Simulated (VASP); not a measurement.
# Co: single point with RPBE+D3(BJ)

Crystal: Co.

```xyz
4
Lattice="2.4046 0.0000 0.0000 -1.2023 2.0824 0.0000 0.0000 0.0000 7.7973" Properties=species:S:1:pos:R:3 pbc="T T T"
Co    1.2023    0.6941    5.8480
Co    0.0000    0.0000    3.8986
Co    0.0000    1.3883    1.9493
Co    0.0000    0.0000    0.0000
```

```yaml
Program: VASP 6.6.1
Task: single point
Functional: RPBE
Dispersion: D3(BJ)
Potentials_or_basis: VASP PAW PBE potentials, release 64 (Co_sv)
Cutoff: 690 eV
k_mesh: 12 × 12 × 4
Occupations: fermi-dirac, width 0.05 eV
Spin: collinear spin, ferromagnetic start
Starting_moments: "[2.0, 2.0, 2.0, 2.0] μB"
Dipole_correction: no
Further_INCAR_settings: ALGO = Normal; EDIFF = 1e-06; NBANDS = 46
```

| Quantity | Value |
| --- | --- |
| Pressure | -1.7 GPa |
| Net moment | 6.21 μB per cell |
| Site moments | Co +1.63, +1.60 (each value once) μB |
| Valence electrons inside the program's atomic spheres | Co 15.14, 15.15 (each value once) |
| Dispersion energy per atom | -2.342 eV |

Levels at points of the mesh, in eV from the Fermi level:
Spin up:
```csv
k point,band 33,band 34,band 35,band 36,band 37,band 38,band 39,band 40,band 41,band 42
"(0.00, 0.00, 0.00)",-1.87,-1.49,-1.49,-1.11,-1.11,-0.65,-0.65,-0.33,7.22,16.04
"(0.50, 0.00, 0.00)",-0.51,-0.40,-0.37,-0.35,0.20,1.41,2.82,3.48,7.85,7.87
"(0.00, 0.00, 0.50)",-1.66,-1.66,-1.66,-1.66,-0.86,-0.86,-0.86,-0.86,10.30,10.30
"(0.50, 0.00, 0.50)",-0.56,-0.56,-0.41,-0.41,1.42,1.42,3.11,3.11,8.17,8.17
```
Spin down:
```
           k point  band 27  band 28  band 29  band 30  band 31  band 32  band 33  band 34
(0.00, 0.00, 0.00)    -1.29    -1.03    -1.03    -0.97    -0.97    -0.40     0.00     0.00
(0.50, 0.00, 0.00)    -0.94    -0.19    -0.14     0.42     1.30     1.35     1.37     1.38
(0.00, 0.00, 0.50)    -1.27    -1.27    -1.15    -1.15    -1.15    -1.15     0.22     0.22
(0.50, 0.00, 0.50)    -1.05    -1.05    -0.32    -0.32     0.90     0.90     1.32     1.32
```

Run time: 3.1 min on 1 thread of Intel(R) Xeon(R) 6975P-C (Granite Rapids), on a shared host, peak memory 0.35 GiB.

Caveat: the dispersion term is far too large for a dense solid, which distorts pressure and volume; the PAW data sets were made with another functional, which shifts forces and pressure a little.
